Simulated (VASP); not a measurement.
# Pt (Immm) in VASP: a series of runs

The runs below take Pt through single point, with PBE.

Program: VASP 6.6.1. These are calculated values, not measurements. Logs are shortened: lines on timing, memory, paths and dates and some standing lists are left out, and cuts for length are marked.

### Step 1. The cell of the first run

Symmetry: Immm, No. 71, orthorhombic system. Conventional cell: a = 2.741 Å, b = 2.797 Å, c = 3.916 Å, α = 90.00°, β = 90.00°, γ = 90.00°. Pt (site symmetry mmm) has 12 Pt at 2.74 to 2.80 Å within 3.6 Å.

### Step 2. Single point, PBE (strain -0.0200 x Voigt [0, 0, 0, 0, 0, 1])

File INCAR:

```
PREC = Accurate
ENCUT = 520
EDIFF = 1E-6
ISMEAR = 0
SIGMA = 0.15
LREAL = False
LASPH = True
NELM = 60
ALGO = Fast
ISIF = 2
LWAVE = False
LCHARG = True
GGA = PE
LELF = True
LVHAR = True
NBANDS = 11
```

File KPOINTS:

```
Automatic mesh
0
Gamma
  20 20 20
```

File POSCAR:

```
Pt
1.0
   -0.0195790000      1.9579000000      1.9579000000
    1.9579000000     -0.0195790000      1.9579000000
    1.9383210000      1.9383210000      0.0000000000
Pt
1
Direct
    0.0000000000      0.0000000000      0.0000000000
```

Potentials or basis: VASP PAW PBE potentials, release 64 (Pt).

The run is started by

```console
cat potpaw_PBE.64/Pt/POTCAR > POTCAR
mpirun -np 1 vasp_std > vasp.out
```

OUTCAR:

```text
PREC = Accurate
   ENCUT = 520
   EDIFF = 1E-6
   ISMEAR = 0
   LREAL = False
   LASPH = True
   NELM = 60
   ISIF = 2
   GGA = PE

 ion  position               nearest neighbor table
   1  0.000  0.000  0.000-

  LATTYP: Found a body centered orthorhombic cell.
 ALAT       =     2.7411998464
 B/A-ratio  =     1.0202020202
 C/A-ratio  =     1.4284985479

  Lattice vectors:

 A1 = (   0.0195790000,  -1.9579000000,  -1.9579000000)
 A2 = (  -0.0195790000,   1.9579000000,  -1.9579000000)
 A3 = (   1.9579000000,  -0.0195790000,   1.9579000000)

Analysis of symmetry for initial positions (statically):
=====================================================================
 Subroutine PRICEL returns:
 Original cell was already a primitive cell.

 Routine SETGRP: Setting up the symmetry group for a
 body centered orthorhombic supercell.

 Subroutine GETGRP returns: Found  8 space group operations
 (whereof  8 operations were pure point group operations)
 out of a pool of  8 trial point group operations.

The static configuration has the point symmetry D_2h.

Analysis of symmetry for dynamics (positions and initial velocities):
=====================================================================
 Subroutine PRICEL returns:
 Original cell was already a primitive cell.

 Routine SETGRP: Setting up the symmetry group for a
 body centered orthorhombic supercell.

 Subroutine GETGRP returns: Found  8 space group operations
 (whereof  8 operations were pure point group operations)
 out of a pool of  8 trial point group operations.

The dynamic configuration has the point symmetry D_2h.

 Subroutine INISYM returns: Found  8 space group operations
 (whereof  8 operations are pure point group operations),
 and found     1 'primitive' translations

----------------------------------------------------------------------------------------

                                     Primitive cell

  volume of cell :      15.0092

  direct lattice vectors                    reciprocal lattice vectors
    -0.019579000  1.957900000  1.957900000    -0.252847186  0.252847186  0.255375658
     1.957900000 -0.019579000  1.957900000     0.252847186 -0.252847186  0.255375658
     1.938321000  1.938321000  0.000000000     0.257955210  0.257955210 -0.255375658

  length of vectors
     2.768957955  2.768957955  2.741199846     0.439408836  0.439408836  0.445307205

  position of ions in fractional coordinates (direct lattice)
     0.000000000  0.000000000  0.000000000

  ion indices of the primitive-cell ions
   primitive index   ion index
                 1           1

----------------------------------------------------------------------------------------

 KPOINTS: Automatic mesh

Automatic generation of k-mesh.
 Grid dimensions read from file:
 generate k-points for:   20   20   20

 Generating k-lattice:

  Cartesian coordinates                     Fractional coordinates (reciprocal lattice)
    -0.012642359  0.012642359  0.012768783     0.050000000 -0.000000000  0.000000000
     0.012642359 -0.012642359  0.012768783    -0.000000000  0.050000000  0.000000000
     0.012897760  0.012897760 -0.012768783     0.000000000  0.000000000  0.050000000

  Length of vectors
     0.021970442  0.021970442  0.022265360

  Shift w.r.t. Gamma in fractional coordinates (k-lattice)
     0.000000000  0.000000000  0.000000000

 Subroutine IBZKPT returns following result:
 ===========================================

 Found   1166 irreducible k-points:

 Following reciprocal coordinates:
            Coordinates               Weight
  0.000000  0.000000  0.000000      1.000000
  0.050000 -0.000000  0.000000      4.000000
  0.100000  0.000000  0.000000      4.000000
  0.150000  0.000000  0.000000      4.000000
  0.200000  0.000000  0.000000      4.000000
  0.250000  0.000000  0.000000      4.000000
[... 16 lines left out ...]
 -0.400000  0.050000  0.000000      4.000000
 -0.350000  0.050000  0.000000      4.000000
 [... further k-points ...]
   k-points           NKPTS =   1166   k-points in BZ     NKDIM =   1166   number of bands    NBANDS=     11
   number of dos      NEDOS =    301   number of ions     NIONS =      1
   total plane-waves  NPLWV =  11520
   dimension x,y,z NGX =    24 NGY =   24 NGZ =   20
   dimension x,y,z NGXF=    48 NGYF=   48 NGZF=   40
   ions per type =               1
   NGX,Y,Z   is equivalent  to a cutoff of  14.41, 14.41, 12.13 a.u.
   NGXF,Y,Z  is equivalent  to a cutoff of  28.82, 28.82, 24.26 a.u.
 SYSTEM =  unknown system
   PREC   = accura    normal or accurate (medium, high low for compatibility)
   ISTART =      0    job   : 0-new  1-cont  2-samecut
   ICHARG =      2    charge: 1-file 2-atom 10-const
   ISPIN  =      1    spin polarized calculation?
   LNONCOLLINEAR =      F non collinear calculations
   LSORBIT =      F    spin-orbit coupling
   LASPH  =      T    aspherical Exc in radial PAW
   ENCUT  =  520.0 eV  38.22 Ry    6.18 a.u.   5.15  5.15  5.10*2*pi/ulx,y,z
   NELM   =     60;   NELMIN=  2; NELMDL= -5     # of ELM steps
   EDIFF  = 0.1E-05   stopping-criterion for ELM
   LREAL  =      F    real-space projection
   EDIFFG = 0.1E-04   stopping-criterion for IOM
   NSW    =      0    number of steps for IOM
   IBRION =     -1    ionic relax: 0-MD 1-quasi-New 2-CG
   NFREE  =      0    steps in history (QN), initial steepest desc. (CG)
   ISIF   =      2    stress and relaxation
   ISYM   =      2    0-nonsym 1-usesym 2-fastsym
   POTIM  = 0.5000    time-step for ionic-motion
   TEBEG  =    0.0;   TEEND  =   0.0 temperature during run
   PSTRESS=    0.0 pullay stress
   NELECT =      10.0000    total number of electrons
   NUPDOWN=      -1.0000    fix difference up-down
   EMIN   =  10.00;   EMAX   =-10.00  energy-range for DOS
   EFERMI =   0.00;   METHOD = LEGACY
   ISMEAR =     0;   SIGMA  =   0.15  broadening in eV -4-tet -1-fermi 0-gaus
   EFERMI_NEDOS =   21; number of points for ismear=-14 and -15
   IALGO  =     68    algorithm
   IMIX   =      4    mixing-type and parameters
     AMIX     =   0.40;   BMIX     =  1.00
     AMIX_MAG =   1.60;   BMIX_MAG =  1.00
  volume/ion in A,a.u.               =      15.01       101.29
  Fermi-wavevector in a.u.,A,eV,Ry     =   1.429844  2.702014 27.816502  2.044455
  Thomas-Fermi vector in A             =   2.549754
   LORBIT       =      0    0 simple, 1 ext, 2 COOP (PROOUT), +10 PAW based schemes
   GGA     = PE    functional components
   LHFCALC =     F    Hartree Fock is set to
   AEXX    =    0.0000 exact exchange contribution
   IVDW    =     0    specifies the selected vdW correction
   LEPSILON=     F    determine dielectric tensor
   LRPA    =     F    only Hartree local field effects (RPA)
 non-spin polarized calculation
 RMM-DIIS sequential band-by-band and
 Gauss-broadening in eV      SIGMA  =   0.15
  energy-cutoff  :      520.00
  volume of cell :       15.01
 maximum number of plane-waves:       415
 NGX is ok and might be reduce to    24
   NGX = 11   NGY = 11   NGZ = 11

 number of electron      10.0000001 magnetization

 Free energy of the ion-electron system (eV)
  ---------------------------------------------------
  ext. energy  EPLUGINS =         0.00000000
  ---------------------------------------------------
  free energy    TOTEN  =        -6.08736591 eV

  energy without entropy =       -6.06807524  energy(sigma->0) =       -6.07772058

 E-fermi :  11.3642     XC(G=0): -13.5186

 val. band max:       11.3640964604   @ k =  -0.0000  -0.0000   0.5000
 cond. band min:      11.3644104400   @ k =  -0.0500   0.1000   0.4500
 fundamental gap:      0.0003139796
 Fermi energy:        11.3642201195

 k-point     1 :       0.0000    0.0000    0.0000
  band No.  band energies     occupation
      1       1.0866      2.00000
      2       7.4215      2.00000
      3       7.5273      2.00000
      4       7.6645      2.00000
      5       9.7179      2.00000
      6       9.7221      2.00000
      7      25.9774      0.00000
      8      30.6559      0.00000
      9      30.9833      0.00000
     10      31.3068      0.00000
     11      36.3396      0.00000

 k-point     2 :       0.0500   -0.0000    0.0000
  band No.  band energies     occupation
      1       1.1863      2.00000
      2       7.3978      2.00000
      3       7.5433      2.00000
      4       7.7041      2.00000
      5       9.6980      2.00000
      6       9.7020      2.00000
      7      26.1309      0.00000
      8      30.2109      0.00000
      9      31.0567      0.00000
     10      31.4586      0.00000
     11      36.9374      0.00000

 k-point     3 :       0.1000    0.0000    0.0000
  band No.  band energies     occupation
      1       1.4778      2.00000
      2       7.2975      2.00000
      3       7.6240      2.00000
      4       7.8106      2.00000
      5       9.6541      2.00000
      6       9.6576      2.00000
      7      26.5562      0.00000
      8      29.0531      0.00000
      9      31.4993      0.00000
     10      31.9034      0.00000
     11      37.9170      0.00000

 k-point     4 :       0.1500    0.0000    0.0000
  band No.  band energies     occupation
      1       1.9365      2.00000
      2       7.1630      2.00000
      3       7.7337      2.00000
      4       7.9424      2.00000
      5       9.6345      2.00000
      6       9.6363      2.00000
      7      27.1095      0.00000
      8      27.6902      0.00000
      9      32.2267      0.00000
     10      32.6081      0.00000
     11      36.8440      0.00000
[... 239 lines left out ...]
 k-point    22 :      -0.4500    0.0500    0.0000
  band No.  band energies     occupation
      1       4.0342      2.00000
      2       7.3234      2.00000
      3       7.6743      2.00000
      4      10.0012      2.00000
      5      11.3187      1.33222
      6      11.9565      0.00000
      7      17.3749      0.00000
      8      25.8141      0.00000
      9      30.0483      0.00000
     10      30.8578      0.00000
     11      39.4842      0.00000

 k-point    23 :      -0.4000    0.0500    0.0000
  band No.  band energies     occupation
      1       4.0257      2.00000
      2       7.3903      2.00000
      3       7.7257      2.00000
      4       9.3602      2.00000
      5      11.0293      1.99841
      6      11.5692      0.05328
      7      18.6330      0.00000
      8      26.0619      0.00000
      9      30.3167      0.00000
     10      31.6360      0.00000
     11      38.3845      0.00000

 k-point    24 :      -0.3500    0.0500    0.0000
  band No.  band energies     occupation
      1       3.9643      2.00000
      2       7.4968      2.00000
      3       7.8212      2.00000
      4       8.4440      2.00000
      5      10.6280      2.00000
      6      11.1616      1.94387
      7      20.3501      0.00000
      8      26.5076      0.00000
      9      30.9414      0.00000
     10      32.8191      0.00000
     11      36.8706      0.00000

 [... further k-points ...]

------------------------ aborting loop because EDIFF is reached ----------------------------------------

  FORCE on cell =-STRESS in cart. coord.  units (eV):
  Direction    XX          YY          ZZ          XY          YZ          ZX
  --------------------------------------------------------------------------------------
  -------------------------------------------------------------------------------------
  Total        1.0533577      1.0533577      1.0163824      0.1636377      0.0000000      0.0000000
  in kB      112.4419474    112.4419474    108.4949732     17.4677091      0.0000000      0.0000000
  external PRESSURE =     111.1262894 kB  Pullay stress =       0.0000000 kB

 VOLUME and BASIS-vectors are now :
 -----------------------------------------------------------------------------
  energy-cutoff  :      520.00
  volume of cell :       15.01
      direct lattice vectors                 reciprocal lattice vectors
    -0.019579000  1.957900000  1.957900000    -0.252847186  0.252847186  0.255375658
     1.957900000 -0.019579000  1.957900000     0.252847186 -0.252847186  0.255375658
     1.938321000  1.938321000  0.000000000     0.257955210  0.257955210 -0.255375658

 POSITION                                       TOTAL-FORCE (eV/Angst)
 -----------------------------------------------------------------------------------
      0.00000      0.00000      0.00000         0.000000      0.000000      0.000000
 -----------------------------------------------------------------------------------
    total drift:                               -0.000000     -0.000000     -0.000000

  FREE ENERGIE OF THE ION-ELECTRON SYSTEM (eV)
  ---------------------------------------------------
  free  energy   TOTEN  =        -6.0873659129 eV

  energy  without entropy=       -6.0680752408  energy(sigma->0) =       -6.07772058
```

Wall time 1.8 min (1 thread of AMD EPYC 9R45 (Zen 5), shared host); peak memory 0.27 GiB.

Results:

```yaml
Free_energy: -6.0874 eV
Pressure: 11.1 GPa
Band_gap_on_the_k_mesh: zero (bands 5 and 6 overlap by 2.30 eV)
```

Stress tensor (GPa, compression positive):
```
11.24  1.75  0.00
 1.75 11.24  0.00
 0.00  0.00 10.85
```

Caveat: the cell differs from its parent crystal (strain -0.0200 x Voigt [0, 0, 0, 0, 0, 1]); the cell stands under pressure; spin-orbit coupling is left out, which moves the levels of the heavy elements.

### Step 3. Single point, PBE (strain +0.0150 x Voigt [0, 0, 0, 0, 0, 1])

File INCAR:

```
SYSTEM = Pt
  PREC = Accurate
  ENCUT = 520
  EDIFF = 1E-6
  ISMEAR = 0
  SIGMA = 0.15
  LREAL = .FALSE.
  LASPH = .TRUE.
  NELM = 100
  ALGO = Fast
  ISIF = 2
  LWAVE = .FALSE.
  LCHARG = .FALSE.
  GGA = PE
  NBANDS = 11
```

File KPOINTS:

```
Automatic mesh
0
G
  20 20 20
  0 0 0
```

File POSCAR:

```
Pt
1.0
    0.0146842500      1.9579000000      1.9579000000
    1.9579000000      0.0146842500      1.9579000000
    1.9725842500      1.9725842500      0.0000000000
Pt
1
Direct
    0.0000000000      0.0000000000      0.0000000000
```

Potentials or basis: VASP PAW PBE potentials, release 64 (Pt).

The run is started by

```console
cat potpaw_PBE.64/Pt/POTCAR > POTCAR
mpirun -np 1 vasp_std > vasp.out
```

OUTCAR:

```text
SYSTEM = Pt
   PREC = Accurate
   ENCUT = 520
   EDIFF = 1E-6
   ISMEAR = 0
   LREAL = .FALSE.
   LASPH = .TRUE.
   NELM = 100
   ISIF = 2
   GGA = PE

 ion  position               nearest neighbor table
   1  0.000  0.000  0.000-

  LATTYP: Found a body centered orthorhombic cell.
 ALAT       =     2.7481220683
 B/A-ratio  =     1.0151133501
 C/A-ratio  =     1.4249003147

  Lattice vectors:

 A1 = (   1.9579000000,   0.0146842500,  -1.9579000000)
 A2 = (  -1.9579000000,  -0.0146842500,  -1.9579000000)
 A3 = (   0.0146842500,   1.9579000000,   1.9579000000)

Analysis of symmetry for initial positions (statically):
=====================================================================
 Subroutine PRICEL returns:
 Original cell was already a primitive cell.

 Routine SETGRP: Setting up the symmetry group for a
 body centered orthorhombic supercell.

 Subroutine GETGRP returns: Found  8 space group operations
 (whereof  8 operations were pure point group operations)
 out of a pool of  8 trial point group operations.

The static configuration has the point symmetry D_2h.

Analysis of symmetry for dynamics (positions and initial velocities):
[... 168 lines left out ...]
      1       1.0864      2.00000
      2       7.4507      2.00000
      3       7.5329      2.00000
      4       7.6329      2.00000
      5       9.7155      2.00000
      6       9.7179      2.00000
      7      25.9792      0.00000
      8      30.7343      0.00000
      9      30.9795      0.00000
     10      31.2224      0.00000
     11      36.3376      0.00000
[... 309 lines left out ...]
 k-point    24 :      -0.3500    0.0500    0.0000
  band No.  band energies     occupation
      1       4.0385      2.00000
      2       7.6136      2.00000
      3       7.6992      2.00000
      4       8.5022      2.00000
      5      10.5261      2.00000
      6      11.2801      1.57071
      7      20.6392      0.00000
      8      26.4467      0.00000
      9      30.9815      0.00000
     10      32.3442      0.00000
     11      36.6887      0.00000

 [... further k-points ...]

------------------------ aborting loop because EDIFF is reached ----------------------------------------

  FORCE on cell =-STRESS in cart. coord.  units (eV):
  Direction    XX          YY          ZZ          XY          YZ          ZX
  --------------------------------------------------------------------------------------
  -------------------------------------------------------------------------------------
  Total        1.0430853      1.0430853      1.0222688     -0.1222149      0.0000000      0.0000000
  in kB      111.3405391    111.3405391    109.1185593    -13.0454051      0.0000000      0.0000000
  external PRESSURE =     110.5998791 kB  Pullay stress =       0.0000000 kB

 VOLUME and BASIS-vectors are now :
 -----------------------------------------------------------------------------
  energy-cutoff  :      520.00
  volume of cell :       15.01
      direct lattice vectors                 reciprocal lattice vectors
     0.014684250  1.957900000  1.957900000    -0.257305448  0.257305448  0.255375658
     1.957900000  0.014684250  1.957900000     0.257305448 -0.257305448  0.255375658
     1.972584250  1.972584250  0.000000000     0.253474598  0.253474598 -0.255375658

 POSITION                                       TOTAL-FORCE (eV/Angst)
 -----------------------------------------------------------------------------------
      0.00000      0.00000      0.00000         0.000000     -0.000000     -0.000000
 -----------------------------------------------------------------------------------
    total drift:                               -0.000000     -0.000000     -0.000000

  FREE ENERGIE OF THE ION-ELECTRON SYSTEM (eV)
  ---------------------------------------------------
  free  energy   TOTEN  =        -6.0881276191 eV

  energy  without entropy=       -6.0687623955  energy(sigma->0) =       -6.07844501
```

stdout:

```text
POSCAR found type information on POSCAR Pt
 POSCAR found :  1 types and       1 ions
 scaLAPACK will be used
 LDA part: xc-table for (Slater+PW92), standard interpolation
 POSCAR, INCAR and KPOINTS ok, starting setup
 FFT: planning ... GRIDC
 FFT: planning ... GRID_SOFT
 FFT: planning ... GRID
 WAVECAR not read
 entering main loop
```

Run time: 2 min. Hardware: 1 thread of AMD EPYC 9R45 (Zen 5), shared host; peak memory 0.28 GiB.

What came out:

```
Free energy            : -6.0881 eV
Pressure               : 11.1 GPa
Band gap on the k mesh : zero (bands 5 and 6 overlap by 2.29 eV)
```

Stress tensor (GPa, compression positive):
```
11.13 -1.30  0.00
-1.30 11.13  0.00
 0.00  0.00 10.91
```

Levels at points of the mesh, in eV from the Fermi level:
| k point | band 1 | band 2 | band 3 | band 4 | band 5 | band 6 | band 7 | band 8 | band 9 | band 10 |
| --- | --- | --- | --- | --- | --- | --- | --- | --- | --- | --- |
| (0.00, 0.00, 0.00) | -10.28 | -3.91 | -3.83 | -3.73 | -1.65 | -1.65 | 14.62 | 19.37 | 19.62 | 19.86 |
| (0.50, 0.00, 0.00) | -7.36 | -3.98 | -3.81 | -0.43 | 0.01 | 0.10 | 5.98 | 14.13 | 18.79 | 19.00 |
| (0.50, 0.50, 0.00) | -7.14 | -6.67 | 0.00 | 0.48 | 0.50 | 1.76 | 8.93 | 11.12 | 11.69 | 20.19 |
| (0.00, 0.00, 0.50) | -7.40 | -3.97 | -3.79 | -0.56 | -0.03 | 0.06 | 5.77 | 14.24 | 19.02 | 19.23 |
| (0.50, 0.00, 0.50) | -7.14 | -6.68 | -0.01 | 0.49 | 0.50 | 1.77 | 8.93 | 11.40 | 11.41 | 20.20 |

Caveat: the cell differs from its parent crystal (strain +0.0150 x Voigt [0, 0, 0, 0, 0, 1]); the cell stands under pressure; spin-orbit coupling is left out, which moves the levels of the heavy elements.

(Continued in part 2 of 2.)
